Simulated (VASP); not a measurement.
# CuSi16 (a cell with a defect) in VASP: a series of runs, part 2 of 2

VASP 6.6.1. Earlier steps stand in the parts before.

## 5. Single point, PBE

INCAR reads:

```
  PREC = Accurate
  ENCUT = 520
  EDIFF = 1E-6
  ISMEAR = -1
  SIGMA = 0.02
  LREAL = Auto
  LASPH = T
  NELM = 80
  ALGO = Normal
  ISIF = 2
  LWAVE = F
  LCHARG = F
  GGA = PE
  NBANDS = 52
  NELECT = 74.0
```

KPOINTS reads:

```
Automatic mesh
0
Gamma
  2 2 2
```

POSCAR reads:

```
CuSi16
1.0
    0.0000000000      5.4300000000      5.4300000000
    5.4300000000      0.0000000000      5.4300000000
    5.4300000000      5.4300000000      0.0000000000
Si Cu
16 1
Direct
   -0.0076498158      0.0122463168     -0.0004645488
    0.1109595764      0.1492442910      0.1174352670
   -0.0188255985      0.0068976059      0.5036243094
    0.1124838858      0.1238308471      0.6270816759
    0.0049011971      0.5201557090      0.0125225599
    0.1325464088      0.6373707182      0.1397029466
   -0.0087983425      0.4975670350      0.5126893186
    0.1143320442      0.6162830571      0.6441268877
    0.4961965009      0.0074572744     -0.0119791897
    0.6200857274      0.1241081952      0.1192857274
    0.4851525783     -0.0083525783      0.4922207182
    0.6109908840      0.1117873849      0.6174577348
    0.5053964088      0.4979010129     -0.0012428177
    0.6368127993      0.6170214549      0.1214886740
    0.4990782689      0.4845576427      0.5069158379
    0.6188468692      0.6177111418      0.6261431860
    0.2808917127      0.7912701657      0.2883677716
```

Potentials or basis: VASP PAW PBE potentials, release 64 (Si, Cu).

Started as:

```bash
$ cat potpaw_PBE.64/Si/POTCAR potpaw_PBE.64/Cu/POTCAR > POTCAR
$ mpirun -np 1 vasp_std > vasp.out
```

OUTCAR:

```text
PREC = Accurate
   ENCUT = 520
   EDIFF = 1E-6
   ISMEAR = -1
   LREAL = Auto
   LASPH = T
   NELM = 80
   ISIF = 2
   GGA = PE
   NELECT = 74.0

 ion  position               nearest neighbor table
   1  0.992  0.012  1.000-  10 2.34   4 2.34   2 2.34   6 2.36
   2  0.111  0.149  0.117-   5 2.34   1 2.34  17 2.35   9 2.42   3 2.42
   3  0.981  0.007  0.504-  12 2.33   4 2.33   2 2.42  17 2.43   8 2.45
   4  0.112  0.124  0.627-   3 2.33   1 2.34  11 2.34   7 2.35
   5  0.005  0.520  0.013-  14 2.32   8 2.33   6 2.33   2 2.34
   6  0.133  0.637  0.140-   5 2.33  13 2.35   7 2.35   1 2.36  17 2.83
   7  0.991  0.498  0.513-  16 2.34   8 2.34   4 2.35   6 2.35
   8  0.114  0.616  0.644-   5 2.33  17 2.34   7 2.34  15 2.41   3 2.45
   9  0.496  0.007  0.988-  12 2.33  10 2.33   2 2.42  17 2.43  14 2.45
  10  0.620  0.124  0.119-   9 2.33   1 2.34  11 2.34  13 2.35
  11  0.485  0.992  0.492-  12 2.33   4 2.34  10 2.34  16 2.35
  12  0.611  0.112  0.617-  11 2.33   3 2.33   9 2.33  15 2.34
  13  0.505  0.498  0.999-  16 2.34  14 2.34  10 2.35   6 2.35
  14  0.637  0.617  0.121-   5 2.32  17 2.34  13 2.34  15 2.42   9 2.45
  15  0.499  0.485  0.507-  16 2.33  12 2.34   8 2.41  14 2.42  17 2.47
  16  0.619  0.618  0.626-  15 2.33   7 2.34  13 2.34  11 2.35
  17  0.281  0.791  0.288-  14 2.34   8 2.34   2 2.35   3 2.43   9 2.43  15 2.47   6 2.83

  LATTYP: Found a face centered cubic cell.
 ALAT       =    10.8600000000

  Lattice vectors:

 A1 = (   0.0000000000,   5.4300000000,   5.4300000000)
 A2 = (   5.4300000000,   0.0000000000,   5.4300000000)
 A3 = (   5.4300000000,   5.4300000000,   0.0000000000)

Analysis of symmetry for initial positions (statically):
=====================================================================
 Subroutine PRICEL returns:
 Original cell was already a primitive cell.

 Routine SETGRP: Setting up the symmetry group for a
 face centered cubic supercell.

 Subroutine GETGRP returns: Found  1 space group operations
 (whereof  1 operations were pure point group operations)
 out of a pool of 48 trial point group operations.

The static configuration has the point symmetry C_1 .

Analysis of symmetry for dynamics (positions and initial velocities):
=====================================================================
 Subroutine PRICEL returns:
 Original cell was already a primitive cell.

 Routine SETGRP: Setting up the symmetry group for a
 face centered cubic supercell.

 Subroutine GETGRP returns: Found  1 space group operations
 (whereof  1 operations were pure point group operations)
 out of a pool of 48 trial point group operations.

The dynamic configuration has the point symmetry C_1 .

 Subroutine INISYM returns: Found  1 space group operations
 (whereof  1 operations are pure point group operations),
 and found     1 'primitive' translations

----------------------------------------------------------------------------------------

                                     Primitive cell

  volume of cell :     320.2060

  direct lattice vectors                    reciprocal lattice vectors
     0.000000000  5.430000000  5.430000000    -0.092081031  0.092081031  0.092081031
     5.430000000  0.000000000  5.430000000     0.092081031 -0.092081031  0.092081031
[... 76 lines left out ...]
  0.500000  0.500000  0.500000      1.000000
  0.500000  0.500000  0.000000      1.000000
  0.000000  0.500000  0.500000      1.000000
  0.500000  0.000000  0.500000      1.000000
   k-points           NKPTS =      8   k-points in BZ     NKDIM =      8   number of bands    NBANDS=     52
   number of dos      NEDOS =    301   number of ions     NIONS =     17
   total plane-waves  NPLWV = 216000
   dimension x,y,z NGX =    60 NGY =   60 NGZ =   60
   dimension x,y,z NGXF=   120 NGYF=  120 NGZF=  120
   ions per type =              16   1
   NGX,Y,Z   is equivalent  to a cutoff of  12.99, 12.99, 12.99 a.u.
   NGXF,Y,Z  is equivalent  to a cutoff of  25.98, 25.98, 25.98 a.u.
 SYSTEM =  unknown system
   PREC   = accura    normal or accurate (medium, high low for compatibility)
   ISTART =      0    job   : 0-new  1-cont  2-samecut
   ICHARG =      2    charge: 1-file 2-atom 10-const
   ISPIN  =      1    spin polarized calculation?
   LNONCOLLINEAR =      F non collinear calculations
   LSORBIT =      F    spin-orbit coupling
   LASPH  =      T    aspherical Exc in radial PAW
   ENCUT  =  520.0 eV  38.22 Ry    6.18 a.u.  14.28 14.28 14.28*2*pi/ulx,y,z
   NELM   =     80;   NELMIN=  2; NELMDL= -5     # of ELM steps
   EDIFF  = 0.1E-05   stopping-criterion for ELM
   LREAL  =      T    real-space projection
   EDIFFG = 0.1E-04   stopping-criterion for IOM
   NSW    =      0    number of steps for IOM
   IBRION =     -1    ionic relax: 0-MD 1-quasi-New 2-CG
   NFREE  =      0    steps in history (QN), initial steepest desc. (CG)
   ISIF   =      2    stress and relaxation
   ISYM   =      2    0-nonsym 1-usesym 2-fastsym
   POTIM  = 0.5000    time-step for ionic-motion
   TEBEG  =    0.0;   TEEND  =   0.0 temperature during run
   PSTRESS=    0.0 pullay stress
   NELECT =      74.0000    total number of electrons
   NUPDOWN=      -1.0000    fix difference up-down
   EMIN   =  10.00;   EMAX   =-10.00  energy-range for DOS
   EFERMI =   0.00;   METHOD = LEGACY
   ISMEAR =    -1;   SIGMA  =   0.02  broadening in eV -4-tet -1-fermi 0-gaus
   EFERMI_NEDOS =   21; number of points for ismear=-14 and -15
   IALGO  =     38    algorithm
   IMIX   =      4    mixing-type and parameters
     AMIX     =   0.40;   BMIX     =  1.00
     AMIX_MAG =   1.60;   BMIX_MAG =  1.00
  volume/ion in A,a.u.               =      18.84       127.11
  Fermi-wavevector in a.u.,A,eV,Ry     =   1.004636  1.898488 13.732283  1.009294
  Thomas-Fermi vector in A             =   2.137265
   LORBIT       =      0    0 simple, 1 ext, 2 COOP (PROOUT), +10 PAW based schemes
   GGA     = PE    functional components
   LHFCALC =     F    Hartree Fock is set to
   AEXX    =    0.0000 exact exchange contribution
   IVDW    =     0    specifies the selected vdW correction
   LEPSILON=     F    determine dielectric tensor
   LRPA    =     F    only Hartree local field effects (RPA)
 non-spin polarized calculation
  energy-cutoff  :      520.00
  volume of cell :      320.21
 maximum number of plane-waves:      8646
 NGX is ok and might be reduce to    60
   NGX = 29   NGY = 29   NGZ = 29

 number of electron      74.0000002 magnetization

 Free energy of the ion-electron system (eV)
  ---------------------------------------------------
  ext. energy  EPLUGINS =         0.00000000
  ---------------------------------------------------
  free energy    TOTEN  =       -94.21240732 eV

  energy without entropy =      -94.20996838  energy(sigma->0) =      -94.21118785

 E-fermi :   6.4238     XC(G=0):  -9.6120

 val. band max:        6.3708314532   @ k =   0.0000   0.0000   0.0000
 cond. band min:       6.4766879914   @ k =   0.0000   0.0000   0.0000
 fundamental gap:      0.1058565382
 Fermi energy:         6.4237635694

 k-point     1 :       0.0000    0.0000    0.0000
  band No.  band energies     occupation
      1      -5.8935      2.00000
      2      -3.5360      2.00000
      3      -3.5044      2.00000
      4      -3.4858      2.00000
      5      -3.4688      2.00000
      6      -1.9782      2.00000
[... 405 lines left out ...]
     48      10.4382      0.00000
     49      10.4591      0.00000
 [bands above 49 left out]

------------------------ aborting loop because EDIFF is reached ----------------------------------------

  FORCE on cell =-STRESS in cart. coord.  units (eV):
  Direction    XX          YY          ZZ          XY          YZ          ZX
  --------------------------------------------------------------------------------------
  -------------------------------------------------------------------------------------
  Total       -1.0972477     -1.7157015     -1.1987574      0.0998763      0.2658140     -0.5904160
  in kB       -5.4901699     -8.5846546     -5.9980820      0.4997393      1.3300223     -2.9541953
  external PRESSURE =      -6.6909688 kB  Pullay stress =       0.0000000 kB

 VOLUME and BASIS-vectors are now :
 -----------------------------------------------------------------------------
  energy-cutoff  :      520.00
  volume of cell :      320.21
      direct lattice vectors                 reciprocal lattice vectors
     0.000000000  5.430000000  5.430000000    -0.092081031  0.092081031  0.092081031
     5.430000000  0.000000000  5.430000000     0.092081031 -0.092081031  0.092081031
     5.430000000  5.430000000  0.000000000     0.092081031  0.092081031 -0.092081031

 POSITION                                       TOTAL-FORCE (eV/Angst)
 -----------------------------------------------------------------------------------
      5.49398     10.81594      5.45496        -0.003447      0.006639      0.002956
      1.44807      1.24018      1.41291         0.018864     -0.002832      0.002143
      2.77213      8.06246      5.36523        -0.007621     -0.001536      0.015392
      4.07745      4.01584      1.28319         0.004618      0.003511     -0.001128
      2.89244      0.09461      2.85106         0.002960     -0.005200      0.008893
      4.21951      1.47831      4.18065         0.001531      0.001503     -0.000376
[... 9 lines left out ...]
      6.75413      6.76030      6.71451         0.004353      0.004659     -0.001011
      5.86243      3.09108      5.82184        -0.054843     -0.049615     -0.049986
 -----------------------------------------------------------------------------------
    total drift:                               -0.009772      0.003115      0.005534

  FREE ENERGIE OF THE ION-ELECTRON SYSTEM (eV)
  ---------------------------------------------------
  free  energy   TOTEN  =       -94.2124073174 eV

  energy  without entropy=      -94.2099683825  energy(sigma->0) =      -94.21118785
```

Run time: 5.8 min. Hardware: 1 thread of Intel Xeon Platinum 8488C (Sapphire Rapids), shared host; peak memory 0.49 GiB.

What came out:

```
Free energy   : -94.2124 eV
Largest force : 0.089 eV/Å
```

Forces in eV/Å, atoms in the order of the input:
```
Si  -0.003  0.007  0.003
Si   0.019 -0.003  0.002
Si  -0.008 -0.002  0.015
Si   0.005  0.004 -0.001
Si   0.003 -0.005  0.009
Si   0.002  0.002  0.000
Si  -0.005  0.001  0.014
Si   0.014  0.014 -0.018
Si   0.002 -0.002  0.008
Si   0.004  0.005 -0.005
Si   0.007  0.009  0.011
Si   0.011  0.009  0.002
Si   0.001 -0.002  0.002
Si  -0.001  0.009 -0.002
Si   0.000 -0.001  0.010
Si   0.004  0.005 -0.001
Cu  -0.055 -0.050 -0.050
```

Levels at points of the mesh, in eV from the Fermi level:
```csv
k point,band 35,band 36,band 37,band 38,band 39,band 40
"(0.00, 0.00, 0.00)",-0.61,-0.21,-0.05,0.05,0.26,0.56
"(0.50, 0.00, 0.00)",-0.94,-0.91,-0.76,0.57,1.08,1.17
"(0.00, 0.50, 0.00)",-0.94,-0.93,-0.80,0.54,1.09,1.16
"(0.00, 0.00, 0.50)",-0.94,-0.91,-0.77,0.57,1.08,1.17
"(0.50, 0.50, 0.50)",-0.92,-0.62,-0.52,0.52,0.97,1.36
"(0.50, 0.50, 0.00)",-1.54,-1.46,-1.15,0.66,0.91,1.89
"(0.00, 0.50, 0.50)",-1.54,-1.46,-1.15,0.66,0.91,1.88
"(0.50, 0.00, 0.50)",-1.52,-1.44,-1.19,0.67,0.91,1.90
```

Caveat: the k points lie up to 0.50 Å⁻¹ apart; the cell carries a net charge on a neutralising background, which shifts energy and pressure; the cell is charged against a uniform background, so pressure and absolute levels hang on convention.
